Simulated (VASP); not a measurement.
A run of VASP 6.6.1 is set up as follows.

The input INCAR:

```
PREC = Accurate ; ENCUT = 520
EDIFF = 1E-6 ; ISMEAR = 1
SIGMA = 0.1 ; LREAL = False
LASPH = True ; NELM = 120
ALGO = Normal ; ISIF = 2
LWAVE = False ; LCHARG = False
GGA = PE ; IVDW = 12
NBANDS = 106 ; GGA_COMPAT = False
NELMDL = -8
```

The input KPOINTS:

```
regular mesh
0
Gamma
  2 2 1
```

Contents of POSCAR:

```
Cu16F
1.0
    5.1053109602      0.0000000000      0.0000000000
    0.0000000000      5.1053109602      0.0000000000
    0.0000000000      0.0000000000     21.9150000000
Cu F
16 1
Direct
    0.2500000000      0.2500000000      0.1140771200
    0.7500000000      0.2500000000      0.1140771200
    0.2500000000      0.7500000000      0.1140771200
    0.7500000000      0.7500000000      0.1140771200
    0.0000000000      0.0000000000      0.1964407900
    0.5000000000      0.0000000000      0.1964407900
    0.0000000000      0.5000000000      0.1964407900
    0.5000000000      0.5000000000      0.1964407900
    0.2499901300      0.2443633300      0.2781527100
    0.7499787800      0.2485109100      0.2772678800
    0.2499805100      0.7557089600      0.2781608300
    0.7499867900      0.7515346600      0.2772721800
    0.0074724100     -0.0000267300      0.3603727300
    0.4923612800      0.0001215200      0.3603740000
    0.0024580900      0.4999891500      0.3546616600
    0.4975495800      0.5001025300      0.3546610700
   -0.2501156900      0.0006441100      0.4270011500
```

Potentials or basis: VASP PAW PBE potentials, release 64 (Cu, F).

Run with:

```bash
$ cat potpaw_PBE.64/Cu/POTCAR potpaw_PBE.64/F/POTCAR > POTCAR
$ mpirun -np 1 vasp_std > vasp.out
```

Task: Predict the largest force.

Result: 0.385 eV/Å.

Task: What does it give for the band gap on the k mesh?

Result: Zero (an odd number of electrons rules out a gap without spin polarisation).

Forces in eV/Å, atoms in the order of the input:
```
Cu   0.000 -0.056  0.208
Cu   0.000 -0.037  0.251
Cu   0.000  0.056  0.208
Cu   0.000  0.037  0.251
Cu  -0.093  0.000 -0.374
Cu   0.092  0.000 -0.374
Cu   0.087  0.000 -0.264
Cu  -0.088  0.000 -0.264
Cu   0.000 -0.055 -0.058
Cu   0.000 -0.100 -0.026
Cu   0.000  0.054 -0.058
Cu   0.000  0.100 -0.026
Cu   0.097  0.000  0.060
Cu  -0.097 -0.001  0.059
Cu   0.043  0.000  0.152
Cu  -0.043  0.000  0.152
F    0.001  0.000  0.102
```

Caveat: the k points lie up to 0.62 Å⁻¹ apart, too coarse for converged energies and pressures of a metal; there is no dipole correction, which matters where the two faces differ. With open d or f shells a metallic result of PBE can be an artefact of self-interaction; +U or a hybrid may open a gap.
